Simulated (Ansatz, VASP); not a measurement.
BiRu: VASP beside Ansatz

Contents of INCAR:

```
PREC = Accurate ; ENCUT = 520
EDIFF = 1E-6 ; ISMEAR = -1
SIGMA = 0.05 ; LREAL = F
LASPH = T ; NELM = 80
ALGO = Normal ; ISIF = 2
LWAVE = F ; LCHARG = F
GGA = PE ; NBANDS = 22
```

KPOINTS

```
regular mesh
0
Gamma
  10 10 10
```

File POSCAR:

```
BiRu
1.0
    0.0000000000      2.8291614772      2.8291614772
    2.8291614772      0.0000000000      2.8291614772
    2.8291614772      2.8291614772      0.0000000000
Ru Bi
1 1
Direct
    0.0000000000      0.0000000000      0.0000000000
    0.5000000000      0.5000000000      0.5000000000
```

Input for Ansatz:

```yaml
crystal:
  lattice:
    - [0.0, 2.8291614772, 2.8291614772]
    - [2.8291614772, 0.0, 2.8291614772]
    - [2.8291614772, 2.8291614772, 0.0]
  atoms:
    - { symbol: Ru, position: [0.0, 0.0, 0.0] }
    - { symbol: Bi, position: [0.5, 0.5, 0.5] }
kpoints:
  mp_grid: { grid: [10, 10, 10] }
scf:
  occupations: { method: fermi_dirac, width: 0.05 }
hamiltonian:
  xc: pbe
  pseudopotentials: { kind: all_electron, lapw: { basis_error: 0.00025 } }
output:
  forces: true
  stress: true
  eigenvalues: true
```

Change from the starting cell: volume scaled by 1.06.

Alike in both runs: task single point; functional PBE; k mesh 10 × 10 × 10; occupations fermi-dirac, width 0.05 eV; no spin polarisation.

```csv
,VASP,Ansatz
version,VASP 6.6.1,Ansatz 0.2.0
potentials or method,"VASP PAW PBE potentials, release 64 (Ru_pv, Bi_d), cutoff 520 eV","all-electron LAPW, scalar-relativistic"
```

```tsv
	VASP	Ansatz	Ansatz less VASP
pressure (GPa)	-5.6	-5.6	0.00
```

Ansatz ran all-electron here, and VASP with PAW potentials.

Neither program's run includes spin-orbit coupling.
